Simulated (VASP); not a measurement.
# Al5BN6 (P-3m1) in VASP: single point with PBE

Aim: the single point of Al5BN6 with PBE.

All numbers are computed with VASP 6.6.1; they aren't measurements. Logs are shortened: lines on timing, memory, paths and dates and some standing lists are left out, and cuts for length are marked.

## (1) The cell of the first run

The structure is trigonal, space group P-3m1 (No. 164). Conventional cell: a = 3.264 Å, b = 3.264 Å, c = 15.990 Å, α = 90.00°, β = 90.00°, γ = 120.00°. Al (site symmetry -3m) has 6 N at 2.31 Å within 3.1 Å. Al (site symmetry 3m) has 6 N at 2.31 Å within 3.1 Å. Within 3.1 Å of Al (site symmetry 3m) lie 6 N at 2.31 Å. Within 3.1 Å of B (site symmetry -3m) lie 6 N at 2.31 Å. Within 3.1 Å of N (site symmetry 3m) lie 6 Al at 2.31 Å. N (site symmetry 3m) has 6 Al at 2.31 Å within 3.1 Å. Within 3.1 Å of N (site symmetry 3m) lie 3 B at 2.31 Å and 3 Al at 2.31 Å.

## (2) Single point, PBE

Input file INCAR:

```
SYSTEM = Al5BN6
ALGO = Normal
EDIFF = 1E-6
ENCUT = 520
GGA = PE
ISIF = 2
ISMEAR = 0
LASPH = .TRUE.
LCHARG = .FALSE.
LREAL = .FALSE.
LWAVE = .FALSE.
NBANDS = 36
NELM = 80
PREC = Accurate
SIGMA = 0.1
```

Input file KPOINTS:

```
k-points
0
G
  6 6 1
  0 0 0
```

Input file POSCAR:

```
Al5BN6
1.0
    3.2639541000      0.0000000000      0.0000000000
   -1.6319770500      2.8266671700      0.0000000000
    0.0000000000      0.0000000000     15.9900441800
Al B N
5 1 6
Direct
    0.0000000000      0.0000000000      0.0000000000
    0.3333333300      0.6666666700      0.8333333300
    0.6666666700      0.3333333300      0.6666666700
    0.3333333300      0.6666666700      0.3333333300
    0.6666666700      0.3333333300      0.1666666700
    0.0000000000      0.0000000000      0.5000000000
    0.6666666700      0.3333333300      0.9166666700
    0.0000000000      0.0000000000      0.7500000000
    0.3333333300      0.6666666700      0.5833333300
    0.6666666700      0.3333333300      0.4166666700
    0.0000000000      0.0000000000      0.2500000000
    0.3333333300      0.6666666700      0.0833333300
```

Potentials or basis: VASP PAW PBE potentials, release 64 (Al, B, N).

Run with:

```sh
$ cat potpaw_PBE.64/Al/POTCAR potpaw_PBE.64/B/POTCAR potpaw_PBE.64/N/POTCAR > POTCAR
$ mpirun -np 1 vasp_std > vasp.out
```

OUTCAR:

```text
SYSTEM = Al5BN6
   EDIFF = 1E-6
   ENCUT = 520
   GGA = PE
   ISIF = 2
   ISMEAR = 0
   LASPH = .TRUE.
   LREAL = .FALSE.
   NELM = 80
   PREC = Accurate

 ion  position               nearest neighbor table
   1  0.000  0.000  0.000-   7 2.31  12 2.31   7 2.31  12 2.31   7 2.31  12 2.31   2 3.26   5 3.26
                             2 3.26   5 3.26   5 3.26   2 3.26
   2  0.333  0.667  0.833-   8 2.31   8 2.31   8 2.31   7 2.31   7 2.31   7 2.31   3 3.26   3 3.26
                             3 3.26   1 3.26   1 3.26   1 3.26
   3  0.667  0.333  0.667-   8 2.31   8 2.31   8 2.31   9 2.31   9 2.31   9 2.31   2 3.26   2 3.26
                             2 3.26
   4  0.333  0.667  0.333-  11 2.31  11 2.31  11 2.31  10 2.31  10 2.31  10 2.31   5 3.26   5 3.26
                             5 3.26
   5  0.667  0.333  0.167-  11 2.31  11 2.31  11 2.31  12 2.31  12 2.31  12 2.31   4 3.26   4 3.26
                             4 3.26   1 3.26   1 3.26   1 3.26
   6  0.000  0.000  0.500-
   7  0.667  0.333  0.917-   1 2.31   1 2.31   1 2.31   2 2.31   2 2.31   2 2.31
   8  0.000  0.000  0.750-   2 2.31   3 2.31   3 2.31   2 2.31   3 2.31   2 2.31
   9  0.333  0.667  0.583-   3 2.31   3 2.31   3 2.31
  10  0.667  0.333  0.417-   4 2.31   4 2.31   4 2.31
  11  0.000  0.000  0.250-   4 2.31   5 2.31   5 2.31   4 2.31   5 2.31   4 2.31
  12  0.333  0.667  0.083-   1 2.31   1 2.31   1 2.31   5 2.31   5 2.31   5 2.31

  LATTYP: Found a hexagonal cell.
 ALAT       =     3.2639541000
 C/A-ratio  =     4.8989794863

  Lattice vectors:

 A1 = (   3.2639541000,   0.0000000000,   0.0000000000)
 A2 = (  -1.6319770500,   2.8266671700,   0.0000000000)
 A3 = (   0.0000000000,   0.0000000000,  15.9900441800)

Analysis of symmetry for initial positions (statically):
=====================================================================
 Subroutine PRICEL returns:
 Original cell was already a primitive cell.

 Routine SETGRP: Setting up the symmetry group for a
 hexagonal supercell.

 Subroutine GETGRP returns: Found 12 space group operations
 (whereof 12 operations were pure point group operations)
 out of a pool of 24 trial point group operations.

The static configuration has the point symmetry D_3d.

Analysis of symmetry for dynamics (positions and initial velocities):
=====================================================================
 Subroutine PRICEL returns:
 Original cell was already a primitive cell.

 Routine SETGRP: Setting up the symmetry group for a
 hexagonal supercell.

 Subroutine GETGRP returns: Found 12 space group operations
 (whereof 12 operations were pure point group operations)
 out of a pool of 24 trial point group operations.

The dynamic configuration has the point symmetry D_3d.

 Subroutine INISYM returns: Found 12 space group operations
 (whereof 12 operations are pure point group operations),
 and found     1 'primitive' translations

----------------------------------------------------------------------------------------

                                     Primitive cell

  volume of cell :     147.5259

  direct lattice vectors                    reciprocal lattice vectors
     3.263954100  0.000000000  0.000000000     0.306376857  0.176886761  0.000000000
    -1.631977050  2.826667170  0.000000000     0.000000000  0.353773522  0.000000000
     0.000000000  0.000000000 15.990044180     0.000000000  0.000000000  0.062538914

  length of vectors
     3.263954100  3.263954102 15.990044180     0.353773522  0.353773522  0.062538914

  position of ions in fractional coordinates (direct lattice)
     0.000000000  0.000000000  0.000000000
     0.333333330  0.666666670  0.833333330
     0.666666670  0.333333330  0.666666670
     0.333333330  0.666666670  0.333333330
     0.666666670  0.333333330  0.166666670
     0.000000000  0.000000000  0.500000000
     0.666666670  0.333333330  0.916666670
     0.000000000  0.000000000  0.750000000
     0.333333330  0.666666670  0.583333330
     0.666666670  0.333333330  0.416666670
     0.000000000  0.000000000  0.250000000
     0.333333330  0.666666670  0.083333330

  ion indices of the primitive-cell ions
   primitive index   ion index
                 1           1
                 2           2
                 3           3
                 4           4
                 5           5
                 6           6
                 7           7
                 8           8
                 9           9
                10          10
                11          11
                12          12

----------------------------------------------------------------------------------------

 KPOINTS: k-points

Automatic generation of k-mesh.
 Grid dimensions read from file:
 generate k-points for:    6    6    1

 Generating k-lattice:

  Cartesian coordinates                     Fractional coordinates (reciprocal lattice)
     0.051062810  0.029481127  0.000000000     0.166666667  0.000000000  0.000000000
     0.000000000  0.058962254  0.000000000     0.000000000  0.166666667  0.000000000
     0.000000000  0.000000000  0.062538914     0.000000000  0.000000000  1.000000000

  Length of vectors
     0.058962254  0.058962254  0.062538914

  Shift w.r.t. Gamma in fractional coordinates (k-lattice)
     0.000000000  0.000000000  0.000000000

 Subroutine IBZKPT returns following result:
 ===========================================

 Found      7 irreducible k-points:

 Following reciprocal coordinates:
            Coordinates               Weight
  0.000000  0.000000  0.000000      1.000000
  0.166667  0.000000  0.000000      6.000000
  0.333333  0.000000  0.000000      6.000000
  0.500000  0.000000  0.000000      3.000000
  0.166667  0.166667  0.000000      6.000000
  0.333333  0.166667  0.000000     12.000000
  0.333333  0.333333  0.000000      2.000000
   k-points           NKPTS =      7   k-points in BZ     NKDIM =      7   number of bands    NBANDS=     36
   number of dos      NEDOS =    301   number of ions     NIONS =     12
   total plane-waves  NPLWV =  69120
   dimension x,y,z NGX =    24 NGY =   24 NGZ =  120
   dimension x,y,z NGXF=    48 NGYF=   48 NGZF=  240
   ions per type =               5   1   6
   NGX,Y,Z   is equivalent  to a cutoff of  12.22, 12.22, 12.48 a.u.
   NGXF,Y,Z  is equivalent  to a cutoff of  24.45, 24.45, 24.95 a.u.
 SYSTEM =  Al5BN6
   PREC   = accura    normal or accurate (medium, high low for compatibility)
   ISTART =      0    job   : 0-new  1-cont  2-samecut
   ICHARG =      2    charge: 1-file 2-atom 10-const
   ISPIN  =      1    spin polarized calculation?
   LNONCOLLINEAR =      F non collinear calculations
   LSORBIT =      F    spin-orbit coupling
   LASPH  =      T    aspherical Exc in radial PAW
   ENCUT  =  520.0 eV  38.22 Ry    6.18 a.u.   6.07  6.07 29.73*2*pi/ulx,y,z
   NELM   =     80;   NELMIN=  2; NELMDL= -5     # of ELM steps
   EDIFF  = 0.1E-05   stopping-criterion for ELM
   LREAL  =      F    real-space projection
   EDIFFG = 0.1E-04   stopping-criterion for IOM
   NSW    =      0    number of steps for IOM
   IBRION =     -1    ionic relax: 0-MD 1-quasi-New 2-CG
   NFREE  =      0    steps in history (QN), initial steepest desc. (CG)
   ISIF   =      2    stress and relaxation
   ISYM   =      2    0-nonsym 1-usesym 2-fastsym
   POTIM  = 0.5000    time-step for ionic-motion
   TEBEG  =    0.0;   TEEND  =   0.0 temperature during run
   PSTRESS=    0.0 pullay stress
   NELECT =      48.0000    total number of electrons
   NUPDOWN=      -1.0000    fix difference up-down
   EMIN   =  10.00;   EMAX   =-10.00  energy-range for DOS
   EFERMI =   0.00;   METHOD = LEGACY
   ISMEAR =     0;   SIGMA  =   0.10  broadening in eV -4-tet -1-fermi 0-gaus
   EFERMI_NEDOS =   21; number of points for ismear=-14 and -15
   IALGO  =     38    algorithm
   IMIX   =      4    mixing-type and parameters
     AMIX     =   0.40;   BMIX     =  1.00
     AMIX_MAG =   1.60;   BMIX_MAG =  1.00
  volume/ion in A,a.u.               =      12.29        82.96
  Fermi-wavevector in a.u.,A,eV,Ry     =   1.125985  2.127802 17.250028  1.267841
  Thomas-Fermi vector in A             =   2.262664
   LORBIT       =      0    0 simple, 1 ext, 2 COOP (PROOUT), +10 PAW based schemes
   GGA     = PE    functional components
   LHFCALC =     F    Hartree Fock is set to
   AEXX    =    0.0000 exact exchange contribution
   IVDW    =     0    specifies the selected vdW correction
   LEPSILON=     F    determine dielectric tensor
   LRPA    =     F    only Hartree local field effects (RPA)
 non-spin polarized calculation
 Gauss-broadening in eV      SIGMA  =   0.10
  energy-cutoff  :      520.00
  volume of cell :      147.53
 maximum number of plane-waves:      4056
   NGX = 13   NGY = 13   NGZ = 59

 number of electron      48.0000000 magnetization

 Free energy of the ion-electron system (eV)
  ---------------------------------------------------
  ext. energy  EPLUGINS =         0.00000000
  ---------------------------------------------------
  free energy    TOTEN  =       -74.43226923 eV

  energy without entropy =      -74.41742214  energy(sigma->0) =      -74.42484569

 E-fermi :   5.0068     XC(G=0): -10.4588

 val. band max:        4.9685244034   @ k =   0.0000   0.0000   0.0000
 cond. band min:       5.3467902677   @ k =   0.0000   0.0000   0.0000
 fundamental gap:      0.3782658643
 Fermi energy:         5.0067845349

 k-point     1 :       0.0000    0.0000    0.0000
  band No.  band energies     occupation
      1      -9.6812      2.00000
      2      -9.3577      2.00000
      3      -9.1080      2.00000
      4      -8.3531      2.00000
      5      -8.3302      2.00000
      6      -7.7034      2.00000
[... 28 lines left out ...]
     35      12.6984      0.00000
     36      13.0938      0.00000
[... 203 lines left out ...]
      6      -7.0748      2.00000
[... 28 lines left out ...]
     35      11.8939      0.00000
     36      11.9077      0.00000

------------------------ aborting loop because EDIFF is reached ----------------------------------------

  FORCE on cell =-STRESS in cart. coord.  units (eV):
  Direction    XX          YY          ZZ          XY          YZ          ZX
  --------------------------------------------------------------------------------------
  -------------------------------------------------------------------------------------
  Total      -40.7268470    -40.7268471    -41.4605687      0.0000000     -0.0000000     -0.0000000
  in kB     -442.3061622   -442.3061630   -450.2746076      0.0000000     -0.0000000     -0.0000000
  external PRESSURE =    -444.9623110 kB  Pullay stress =       0.0000000 kB

 VOLUME and BASIS-vectors are now :
 -----------------------------------------------------------------------------
  energy-cutoff  :      520.00
  volume of cell :      147.53
      direct lattice vectors                 reciprocal lattice vectors
     3.263954100  0.000000000  0.000000000     0.306376857  0.176886761  0.000000000
    -1.631977050  2.826667170  0.000000000     0.000000000  0.353773522  0.000000000
     0.000000000  0.000000000 15.990044180     0.000000000  0.000000000  0.062538914

 POSITION                                       TOTAL-FORCE (eV/Angst)
 -----------------------------------------------------------------------------------
      0.00000      0.00000      0.00000        -0.000000      0.000000     -0.000000
     -0.00000      1.88444     13.32504         0.000000      0.000000      0.004360
      1.63198      0.94222     10.66003         0.000000      0.000000     -0.291770
     -0.00000      1.88444      5.33001        -0.000000      0.000000      0.291770
      1.63198      0.94222      2.66501        -0.000000      0.000000     -0.004360
      0.00000      0.00000      7.99502        -0.000000      0.000000     -0.000000
      1.63198      0.94222     14.65754        -0.000000      0.000000      0.005182
      0.00000      0.00000     11.99253        -0.000000     -0.000000      0.065938
     -0.00000      1.88444      9.32753        -0.000000      0.000000     -0.215472
      1.63198      0.94222      6.66252         0.000000      0.000000      0.215472
      0.00000      0.00000      3.99751        -0.000000      0.000000     -0.065938
     -0.00000      1.88444      1.33250         0.000000      0.000000     -0.005182
 -----------------------------------------------------------------------------------
    total drift:                                0.000000     -0.000000      0.000000

  FREE ENERGIE OF THE ION-ELECTRON SYSTEM (eV)
  ---------------------------------------------------
  free  energy   TOTEN  =       -74.4322692310 eV

  energy  without entropy=      -74.4174221406  energy(sigma->0) =      -74.42484569
```

It took 73 s on 1 thread of Intel Xeon 8259CL, shared host; peak memory 0.24 GiB.

What came out:

```
Free energy            : -74.4323 eV
Pressure               : -44.5 GPa
Largest force          : 0.292 eV/Å
Band gap on the k mesh : zero (bands 24 and 25 overlap by 0.02 eV)
```

Forces in eV/Å, atoms in the order of the input:
```
Al   0.000  0.000  0.000
Al   0.000  0.000  0.004
Al   0.000  0.000 -0.292
Al   0.000  0.000  0.292
Al   0.000  0.000 -0.004
B    0.000  0.000  0.000
N    0.000  0.000  0.005
N    0.000  0.000  0.066
N    0.000  0.000 -0.215
N    0.000  0.000  0.215
N    0.000  0.000 -0.066
N    0.000  0.000 -0.005
```

Stress tensor (GPa, compression positive):
```
-44.23   0.00   0.00
  0.00 -44.23   0.00
  0.00   0.00 -45.03
```

Caveat: the k points lie up to 0.39 Å⁻¹ apart; semilocal functionals underestimate gaps, so a narrow gap can read as zero.
